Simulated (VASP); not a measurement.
A run of VASP 6.6.1 is set up as follows.

File INCAR:

```
PREC = Accurate
ENCUT = 600
EDIFF = 1E-7
ISMEAR = -1
SIGMA = 0.05
LREAL = F
LASPH = T
NELM = 80
ALGO = Normal
ISIF = 3
LWAVE = F
LCHARG = F
GGA = RP
IVDW = 12
IBRION = 2
NSW = 60
EDIFFG = -0.01
```

The input KPOINTS:

```
regular mesh
0
Gamma
  10 10 3
```

POSCAR

```
MoS2
1.0
    3.1690000000      0.0000000000      0.0000000000
   -1.5845000000      2.7444345046      0.0000000000
    0.0000000000      0.0000000000     12.3240000000
Mo S
2 4
Direct
    0.6666666667      0.3333333333      0.7500000000
    0.3333333333      0.6666666667      0.2500000000
    0.6666666667      0.3333333333      0.3770000000
    0.3333333333      0.6666666667      0.8770000000
    0.6666666667      0.3333333333      0.1230000000
    0.3333333333      0.6666666667      0.6230000000
```

Potentials or basis: VASP PAW PBE potentials, release 64 (Mo_sv, S).

Command:

```bash
$ cat potpaw_PBE.64/Mo_sv/POTCAR potpaw_PBE.64/S/POTCAR > POTCAR
$ mpirun -np 1 vasp_std > vasp.out
```

What does it give for the dispersion energy per atom?

-2.383 eV.

Estimate the relaxed cell.

a = 2.989 Å, b = 2.989 Å, c = 11.227 Å, α = 90.00°, β = 90.00°, γ = 120.00°.

What does it give for the band gap on the k mesh?

0.25 eV (least direct gap 1.59 eV).

Estimate the space group after relaxing (to 0.1 Å).

P6_3/mmc (No. 194).

Forces in eV/Å, atoms in the order of the input:
```
Mo   0.000  0.000  0.000
Mo   0.000  0.000  0.000
S    0.000  0.000  0.008
S    0.000  0.000  0.008
S    0.000  0.000 -0.008
S    0.000  0.000 -0.008
```

Caveat: the PAW data sets were made with another functional, which shifts forces and pressure a little. A k mesh can miss the band edges.
